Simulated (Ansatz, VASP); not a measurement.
W: VASP beside Ansatz

```
W
1.0
     0.00000    1.99912    1.99912
     1.99912    0.00000    1.99912
     1.99912    1.99912    0.00000
W
1
Direct
  0.00000 0.00000 0.00000
```

Alike in both runs: task single point; functional PBEsol; k mesh 6 × 6 × 6; occupations gaussian, width 0.1 eV; no spin polarisation.

|  | VASP | Ansatz |
| --- | --- | --- |
| version | VASP 6.6.1 | Ansatz 0.2.0 |
| potentials or method | VASP PAW PBE potentials, release 64 (W_sv), cutoff 500 eV | scalar-relativistic, plane waves, PAW |
| valence electrons in the cell | 14 | 14 |

Ansatz gave:

```
gap on the k mesh at the Fermi level (eV) : none
pressure (GPa)                            : -0.7
```

**Question.** What did VASP give for the same quantities?

**Answer.** gap on the k mesh at the Fermi level (eV): none; pressure (GPa): 0.0.

VASP's potentials were made for PBE, not for PBEsol, and Ansatz warns of the same on its side. A gap of «none» marks a metal or a gap that the smearing closes. With one functional, cell and mesh, what is left measures potentials, basis and numerics.

The k mesh is coarse, so the values compare programs but aren't converged. Spin-orbit coupling is off throughout.
